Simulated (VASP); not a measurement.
A run of VASP 6.6.1 is set up as follows.

Contents of INCAR:

```
  PREC = Accurate
  ENCUT = 520
  EDIFF = 1E-8
  ISMEAR = 0
  SIGMA = 0.01
  LREAL = False
  LASPH = True
  NELM = 100
  ALGO = Normal
  ISIF = 2
  LWAVE = False
  LCHARG = False
  GGA = PS
  NBANDS = 16
  IBRION = 8
  NSW = 1
  LEPSILON = True
```

The input KPOINTS:

```
regular mesh
0
Gamma
  6 6 6
```

POSCAR

```
GaAs
1.0
    0.0000000000      2.8289295164      2.8289295164
    2.8289295164      0.0000000000      2.8289295164
    2.8289295164      2.8289295164      0.0000000000
Ga As
1 1
Direct
    0.0000000000      0.0000000000      0.0000000000
    0.2500000000      0.2500000000      0.2500000000
```

Potentials or basis: VASP PAW PBE potentials, release 64 (Ga_d, As).

The run is started by

```sh
$ cat potpaw_PBE.64/Ga_d/POTCAR potpaw_PBE.64/As/POTCAR > POTCAR
$ mpirun -np 1 vasp_std > vasp.out
```

(1) Predict the electronic dielectric tensor (diagonal).

(2) What does it give for the Born charges (mean of the diagonal)?

(3) Predict the highest phonon frequency at Γ, LO-TO splitting left out.

Answers

(1) 74.90.

(2) Ga +2.65; As -2.65 e.

(3) 264 cm⁻¹.
